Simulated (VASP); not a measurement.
# Ca8C in VASP: relaxation of the atoms with PBE

Aim: the relaxation of the atoms of Ca8C with PBE.

Program: VASP 6.6.1. These are calculated values, not measurements. Logs are shortened: lines on timing, memory, paths and dates and some standing lists are left out, and cuts for length are marked.

## (1) The cell of the first run

The cell holds a slab with vacuum, 9 atoms: a = 7.813 Å, b = 7.813 Å, c = 18.498 Å, α = 90.00°, β = 90.00°, γ = 120.00°.

## (2) Relaxation of the atoms, PBE

File INCAR:

```
SYSTEM = Ca8C
PREC = Accurate
ENCUT = 520
EDIFF = 1E-7
ISMEAR = 0
SIGMA = 0.1
LREAL = .FALSE.
LASPH = .TRUE.
NELM = 120
ALGO = Normal
ISIF = 2
LWAVE = .FALSE.
LCHARG = .FALSE.
LDIPOL = .TRUE.
IDIPOL = 3
DIPOL = 0.5 0.5 0.310
GGA = PE
IBRION = 2
NSW = 36
EDIFFG = -0.025
GGA_COMPAT = .FALSE.
NELMIN = 4
NELMDL = -8
KPAR = 4
```

File KPOINTS:

```
regular mesh
0
G
  6 6 1
  0 0 0
```

File POSCAR:

```
Ca8C
1.0
    7.8132359333      0.0000000000      0.0000000000
   -3.9066179666      6.7664608040      0.0000000000
    0.0000000000      0.0000000000     18.4977493743
Ca C
8 1
Selective dynamics
Direct
    0.3333333333      0.1666666667      0.2162425233  F F F
    0.3333333333      0.6666666667      0.2162425233  F F F
    0.8333333333      0.1666666667      0.2162425233  F F F
    0.8333333333      0.6666666667      0.2162425233  F F F
    0.1666666667      0.3333333333      0.3783027455  F F F
    0.1666666667      0.8333333333      0.3783027455  F F F
    0.6666666667      0.3333333333      0.3783027455  F F F
    0.6666666667      0.8333333333      0.3783027455  F F F
    0.5000000000      0.5000000000      0.4129015492  F F T
```

Potentials or basis: VASP PAW PBE potentials, release 64 (Ca_sv, C).

Command:

```console
$ cat potpaw_PBE.64/Ca_sv/POTCAR potpaw_PBE.64/C/POTCAR > POTCAR
$ mpirun -np 4 vasp_std > vasp.out
```

OUTCAR:

```text
SYSTEM = Ca8C
   PREC = Accurate
   ENCUT = 520
   EDIFF = 1E-7
   ISMEAR = 0
   LREAL = .FALSE.
   LASPH = .TRUE.
   NELM = 120
   ISIF = 2
   GGA = PE
   IBRION = 2
   NSW = 36
   EDIFFG = -0.025
   NELMIN = 4
   NELMDL = -8

 ion  position               nearest neighbor table
   1  0.333  0.167  0.216-
   2  0.333  0.667  0.216-
   3  0.833  0.167  0.216-
   4  0.833  0.667  0.216-
   5  0.167  0.333  0.378-   9 2.34
   6  0.167  0.833  0.378-
   7  0.667  0.333  0.378-   9 2.34
   8  0.667  0.833  0.378-   9 2.34
   9  0.500  0.500  0.413-   8 2.34   5 2.34   7 2.34

  LATTYP: Found a hexagonal cell.
 ALAT       =     7.8132359333
 C/A-ratio  =     2.3674889037

  Lattice vectors:

 A1 = (   7.8132359333,   0.0000000000,   0.0000000000)
 A2 = (  -3.9066179666,   6.7664608040,   0.0000000000)
 A3 = (   0.0000000000,   0.0000000000,  18.4977493743)

Analysis of symmetry for initial positions (statically):
=====================================================================
 Subroutine PRICEL returns:
 Original cell was already a primitive cell.

 Routine SETGRP: Setting up the symmetry group for a
 hexagonal supercell.

 Subroutine GETGRP returns: Found  6 space group operations
 (whereof  2 operations were pure point group operations)
 out of a pool of 24 trial point group operations.

The static configuration has the point symmetry C_1h.
 The point group associated with its full space group is C_3v.

Analysis of symmetry for dynamics (positions and initial velocities):
=====================================================================
 Subroutine PRICEL returns:
 Original cell was already a primitive cell.

 Routine SETGRP: Setting up the symmetry group for a
 hexagonal supercell.

 Subroutine GETGRP returns: Found  6 space group operations
 (whereof  2 operations were pure point group operations)
 out of a pool of 24 trial point group operations.

The dynamic configuration has the point symmetry C_1h.
 The point group associated with its full space group is C_3v.

Analysis of constrained symmetry for selective dynamics:
=====================================================================
 Subroutine PRICEL returns:
 Original cell was already a primitive cell.

 Routine SETGRP: Setting up the symmetry group for a
 hexagonal supercell.

 Subroutine GETGRP returns: Found  6 space group operations
 (whereof  2 operations were pure point group operations)
 out of a pool of 24 trial point group operations.

The constrained configuration has the point symmetry C_1h.
 The point group associated with its full space group is C_3v.

 Subroutine INISYM returns: Found  6 space group operations
 (whereof  2 operations are pure point group operations),
 and found     1 'primitive' translations

----------------------------------------------------------------------------------------

                                     Primitive cell

  volume of cell :     977.9382

  direct lattice vectors                    reciprocal lattice vectors
     7.813235933  0.000000000  0.000000000     0.127987944  0.073893874  0.000000000
    -3.906617967  6.766460804  0.000000000     0.000000000  0.147787747  0.000000000
     0.000000000  0.000000000 18.497749374     0.000000000  0.000000000  0.054060631

  length of vectors
     7.813235933  7.813235933 18.497749374     0.147787747  0.147787747  0.054060631

  position of ions in fractional coordinates (direct lattice)
     0.333333333  0.166666667  0.216242523
     0.333333333  0.666666667  0.216242523
     0.833333333  0.166666667  0.216242523
     0.833333333  0.666666667  0.216242523
[... 55 lines left out ...]
   total plane-waves  NPLWV = 504000
   dimension x,y,z NGX =    60 NGY =   60 NGZ =  140
   dimension x,y,z NGXF=   120 NGYF=  120 NGZF=  280
   ions per type =               8   1
   NGX,Y,Z   is equivalent  to a cutoff of  12.77, 12.77, 12.58 a.u.
   NGXF,Y,Z  is equivalent  to a cutoff of  25.53, 25.53, 25.16 a.u.
 SYSTEM =  Ca8C
   PREC   = accura    normal or accurate (medium, high low for compatibility)
   ISTART =      0    job   : 0-new  1-cont  2-samecut
   ICHARG =      2    charge: 1-file 2-atom 10-const
   ISPIN  =      1    spin polarized calculation?
   LNONCOLLINEAR =      F non collinear calculations
   LSORBIT =      F    spin-orbit coupling
   LASPH  =      T    aspherical Exc in radial PAW
   ENCUT  =  520.0 eV  38.22 Ry    6.18 a.u.  14.53 14.53 34.39*2*pi/ulx,y,z
   NELM   =    120;   NELMIN=  4; NELMDL= -8     # of ELM steps
   EDIFF  = 0.1E-06   stopping-criterion for ELM
   LREAL  =      F    real-space projection
   EDIFFG = -.3E-01   stopping-criterion for IOM
   NSW    =     36    number of steps for IOM
   IBRION =      2    ionic relax: 0-MD 1-quasi-New 2-CG
   NFREE  =      1    steps in history (QN), initial steepest desc. (CG)
   ISIF   =      2    stress and relaxation
   ISYM   =      2    0-nonsym 1-usesym 2-fastsym
   POTIM  = 0.5000    time-step for ionic-motion
   TEBEG  =    0.0;   TEEND  =   0.0 temperature during run
   PSTRESS=    0.0 pullay stress
   NELECT =      84.0000    total number of electrons
   NUPDOWN=      -1.0000    fix difference up-down
   EMIN   =  10.00;   EMAX   =-10.00  energy-range for DOS
   EFERMI =   0.00;   METHOD = LEGACY
   ISMEAR =     0;   SIGMA  =   0.10  broadening in eV -4-tet -1-fermi 0-gaus
   EFERMI_NEDOS =   21; number of points for ismear=-14 and -15
   IALGO  =     38    algorithm
   IMIX   =      4    mixing-type and parameters
     AMIX     =   0.40;   BMIX     =  1.00
     AMIX_MAG =   1.60;   BMIX_MAG =  1.00
  volume/ion in A,a.u.               =     108.66       733.27
  Fermi-wavevector in a.u.,A,eV,Ry     =   0.722322  1.364990  7.098825  0.521749
  Thomas-Fermi vector in A             =   1.812255
   LORBIT       =      0    0 simple, 1 ext, 2 COOP (PROOUT), +10 PAW based schemes
   GGA     = PE    functional components
   LHFCALC =     F    Hartree Fock is set to
   AEXX    =    0.0000 exact exchange contribution
   IVDW    =     0    specifies the selected vdW correction
   LEPSILON=     F    determine dielectric tensor
   LRPA    =     F    only Hartree local field effects (RPA)
 conjugate gradient relaxation of ions
 non-spin polarized calculation
 Gauss-broadening in eV      SIGMA  =   0.10
  energy-cutoff  :      520.00
  volume of cell :      977.94
 maximum number of plane-waves:     26463
 NGX is ok and might be reduce to    60
   NGX = 29   NGY = 29   NGZ = 69

--------------------------------------- Ionic step        1  -------------------------------------------

 number of electron      83.9999987 magnetization

 Free energy of the ion-electron system (eV)
  ---------------------------------------------------
  ext. energy  EPLUGINS =         0.00000000
  ---------------------------------------------------
  free energy    TOTEN  =       -19.17038107 eV

  energy without entropy =      -19.09701366  energy(sigma->0) =      -19.13369736

------------------------ aborting loop because EDIFF is reached ----------------------------------------

  FORCE on cell =-STRESS in cart. coord.  units (eV):
  Direction    XX          YY          ZZ          XY          YZ          ZX
  --------------------------------------------------------------------------------------
  -------------------------------------------------------------------------------------
  Total        0.0644527      0.0644527      0.1171090      0.0000000      0.0000000     -0.0000000
  in kB        0.1055942      0.1055942      0.1918622      0.0000000      0.0000000     -0.0000000
  external PRESSURE =       0.1343502 kB  Pullay stress =       0.0000000 kB
[... 32 lines left out ...]
 number of electron      83.9999987 magnetization

------------------------ aborting loop because EDIFF is reached ----------------------------------------

 vacuum level on the upper side and lower side of the slab       (xc-potential included)         0.004        -0.336

  FORCE on cell =-STRESS in cart. coord.  units (eV):
  Direction    XX          YY          ZZ          XY          YZ          ZX
  --------------------------------------------------------------------------------------
  -------------------------------------------------------------------------------------
  Total        0.2149215      0.2149215      0.1121363      0.0000000      0.0000000      0.0000000
  in kB        0.3521105      0.3521105      0.1837154      0.0000000      0.0000000      0.0000000
  external PRESSURE =       0.2959788 kB  Pullay stress =       0.0000000 kB
[... 196 lines left out ...]
  FREE ENERGIE OF THE ION-ELECTRON SYSTEM (eV)
  ---------------------------------------------------
  free  energy   TOTEN  =       -20.7084394811 eV

  energy  without entropy=      -20.6427518790  energy(sigma->0) =      -20.67559568

 dipolmoment           0.000000      0.000000     -0.003554 electrons x Angstroem

--------------------------------------- Ionic step        7  -------------------------------------------

 number of electron      83.9999987 magnetization

------------------------ aborting loop because EDIFF is reached ----------------------------------------
[... 81 lines left out ...]
--------------------------------------- Ionic step        9  -------------------------------------------

 number of electron      83.9999987 magnetization

 dipolmoment           0.000000      0.000000      0.000509 electrons x Angstroem

 Free energy of the ion-electron system (eV)
  ---------------------------------------------------
  ext. energy  EPLUGINS =         0.00000000
  ---------------------------------------------------
  free energy    TOTEN  =       -20.77367778 eV

  energy without entropy =      -20.70163110  energy(sigma->0) =      -20.73765444

 E-fermi :  -1.0460     XC(G=0):  -3.5941

 val. band max:       -1.0721631614   @ k =   0.1667   0.0000   0.0000
 cond. band min:      -1.0394032712   @ k =   0.3333   0.3333   0.0000
 fundamental gap:      0.0327598901
 Fermi energy:        -1.0459805091

 k-point     1 :       0.0000    0.0000    0.0000
  band No.  band energies     occupation
      1     -43.5712      2.00000
      2     -43.5707      2.00000
      3     -43.1233      2.00000
      4     -43.1155      2.00000
      5     -43.1147      2.00000
      6     -43.1147      2.00000
[... 360 lines left out ...]
     49      -0.1412      0.00000
     50      -0.1338      0.00000

------------------------ aborting loop because EDIFF is reached ----------------------------------------

 vacuum level on the upper side and lower side of the slab       (xc-potential included)        -0.238        -0.262

  FORCE on cell =-STRESS in cart. coord.  units (eV):
  Direction    XX          YY          ZZ          XY          YZ          ZX
  --------------------------------------------------------------------------------------
  -------------------------------------------------------------------------------------
  Total       -2.8501599     -2.8501599     -3.6733504     -0.0000000      0.0000000     -0.0000000
  in kB       -4.6694789     -4.6694789     -6.0181296     -0.0000000      0.0000000     -0.0000000
  external PRESSURE =      -5.1190291 kB  Pullay stress =       0.0000000 kB
[... 24 lines left out ...]
  FREE ENERGIE OF THE ION-ELECTRON SYSTEM (eV)
  ---------------------------------------------------
  free  energy   TOTEN  =       -20.7736777843 eV

  energy  without entropy=      -20.7016311010  energy(sigma->0) =      -20.73765444

 reached required accuracy - stopping structural energy minimisation

 vacuum level on the upper side and lower side of the slab         1.673         1.651
```

Run time: 32 min. Hardware: 4 MPI ranks of Intel Xeon 6975P-C (Granite Rapids), shared host; peak memory 1.2 GiB.

Results:

```yaml
Free_energy: -20.7737 eV
Energy_gained_by_relaxing: 178.1 meV/atom
Ionic_steps: 9
```

The path:
```
step  energy change (eV)  largest force on free atoms (eV/Å)  pressure (GPa)
   1              0.0000                              0.8141            0.01
   2             -0.0311                              0.7711            0.03
   3             -0.1159                              0.6781            0.07
   4             -0.2696                              0.6637            0.13
   5             -0.6643                              1.0420            0.05
   6             -1.5381                              0.4092           -0.46
   7             -0.4089                              0.7920            0.13
   8             -1.5469                              0.3779           -0.46
   9             -1.6033                              0.0017           -0.51
```

Final structure:
```
CELL_PARAMETERS angstrom
7.81324 0.00000 0.00000
-3.90662 6.76646 0.00000
0.00000 0.00000 18.49775
ATOMIC_POSITIONS crystal
Ca 0.33333 0.16667 0.21624
Ca 0.33333 0.66667 0.21624
Ca 0.83333 0.16667 0.21624
Ca 0.83333 0.66667 0.21624
Ca 0.16667 0.33333 0.37830
Ca 0.16667 0.83333 0.37830
Ca 0.66667 0.33333 0.37830
Ca 0.66667 0.83333 0.37830
C 0.50000 0.50000 0.29719
```
